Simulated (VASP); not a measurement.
Wanted: the native input for a VASP 6.6.1 run.

```yaml
Task: single point
Functional: PBE
Dispersion: D3(BJ)
Potentials_or_basis: VASP PAW PBE potentials, release 64 (Si, As)
Cutoff: 400 eV
k_mesh: 1 × 1 × 1
Occupations: fermi-dirac, width 0.02 eV
Spin: collinear spin, zero start
Dipole_correction: no
Further_INCAR_settings: LREAL = Auto; ALGO = Normal; EDIFF = 1e-06; NBANDS = 168
```

The structure of Si62As (a cell with a defect) lies in POSCAR:

```
Si62As
1.0
   10.8600000000      0.0000000000      0.0000000000
    0.0000000000     10.8600000000      0.0000000000
    0.0000000000      0.0000000000     10.8600000000
Si As
62 1
Direct
    0.5019792818      0.0009216390      0.0017534991
    0.6286654696      0.1251232044      0.1285708103
    0.7494563536      0.2508366483      0.0000441068
    0.8747700737      0.3756948435      0.1246430018
    0.7539482505      0.0011829650      0.2557283610
   -0.0006953959      0.0007613260     -0.0005227440
    0.1223011050      0.1258136280      0.1262247698
    0.2498204420      0.2495767956      0.0007530387
    0.3753212707      0.3750651013      0.1255986188
    0.4992011971      0.5007699816     -0.0001119705
    0.6247813996      0.6246084715      0.1255954880
    0.7511783610      0.7496172192      0.0008171271
    0.8752016575      0.8767594843      0.1265222836
    0.2475714549      0.0020973297      0.2516103131
    0.3750593002      0.1257742173      0.3747295580
    0.5010348066      0.2502040516      0.2500408840
    0.6307954880      0.3691164825      0.3757083794
    0.7499445672      0.4996435543      0.2503950276
    0.8740770718      0.6255520258      0.3753744936
    0.4989025783      0.0005217311      0.4998942910
    0.6226808471      0.1256330571      0.6259100368
    0.7548611418      0.2431130755      0.5014417127
    0.8747612339      0.3747384899      0.6246207182
    0.7481188766      0.0017945672      0.7500256906
    0.8739684162      0.1254906998      0.8751591160
    0.0007586556      0.5017682320     -0.0016907919
    0.1256394107      0.6266510129      0.1256637201
    0.2478073665      0.7516526703     -0.0020852670
    0.3722760589      0.8761045120      0.1241436464
   -0.0036602210      0.2480063536      0.2524732044
    0.1222801105      0.3749784530      0.3739951197
    0.2495959484      0.5004322284      0.2500523020
    0.3787806630      0.6221672192      0.3743911602
    0.4981744936      0.7513156538      0.2477458564
    0.6233795580      0.8758884899      0.3741569061
    0.1258423573      0.1248069061      0.6255742173
    0.2472543278      0.2493435543      0.4975004604
    0.3724351750      0.3764386740      0.6239559853
    0.5039208103      0.4965440147      0.4985237569
    0.6249787293      0.6247808471      0.6261172192
    0.7487367403      0.7518549724      0.4982523941
    0.8723300184      0.8821097606      0.6193176796
    0.2499225599      0.0014459484      0.7492752302
    0.3765670350      0.1253875691      0.8764017495
    0.4973473297      0.2527837017      0.7492893186
    0.6243059853      0.3756705341      0.8752460405
    0.7503000921      0.5010678637      0.7504283610
    0.8769815838      0.6280011050      0.8725810313
   -0.0009380295      0.7521884899      0.2521081952
    0.1286216390      0.8722639963      0.3764660221
   -0.0008850829      0.5007926335      0.4998063536
    0.1232337017      0.6271980663      0.6238616943
    0.2523284530      0.7481486188      0.4990954880
    0.3745124309      0.8754079190      0.6246727440
   -0.0012043278      0.2490023941      0.7485569982
    0.1264363720      0.3743214549      0.8744802947
    0.2480161142      0.5022330571      0.7489749540
    0.3742981584      0.6254858195      0.8750732044
    0.4991464088      0.7506169429      0.7496227440
    0.6252020258      0.8728638122      0.8765054328
   -0.0026967772      0.7571335175      0.7431394107
    0.1231626151      0.8767239411      0.8726784530
    0.8983230203      0.1002565378      0.4004191529
```

These files were run (other wordings do the same):

INCAR

```
SYSTEM = Si62As
ALGO = Normal ; EDIFF = 1E-6
ENCUT = 400 ; GGA = PE
GGA_COMPAT = .False. ; ISIF = 2
ISMEAR = -1 ; ISPIN = 2
IVDW = 12 ; LASPH = .True.
LCHARG = .False. ; LORBIT = 11
LREAL = Auto ; LWAVE = .False.
MAGMOM = 0 0 0 0 0 0 0 0 0 0 0 0 0 0 0 0 0 0 0 0 0 0 0 0 0 0 0 0 0 0 0 0 0 0 0 0 0 0 0 0 0 0 0 0 0 0 0 0 0 0 0 0 0 0 0 0 0 0 0 0 0 0 0 ; NBANDS = 168
NELM = 200 ; PREC = Accurate
SIGMA = 0.02
```

KPOINTS

```
k-points
0
Gamma
  1 1 1
  0 0 0
```

Potentials or basis: VASP PAW PBE potentials, release 64 (Si, As).

Run with:

```sh
$ cat potpaw_PBE.64/Si/POTCAR potpaw_PBE.64/As/POTCAR > POTCAR
$ mpirun -np 1 vasp_gam > vasp.out
```

Results of the run:

| Property | Result |
| --- | --- |
| Pressure | -0.4 GPa |
| Largest force | 0.456 eV/Å |
| Net moment | 0.00 μB per cell |
| Valence electrons inside the program's atomic spheres | Si 1.69, 1.70, 1.66, 1.67, 1.65 (each value once); As 2.75 |
| Dispersion energy per atom | -0.317 eV |

Caveat: the k points lie up to 0.58 Å⁻¹ apart.

It took 22 min on 1 thread of Intel Xeon 8259CL, with other jobs on the host, peak memory 1.1 GiB.
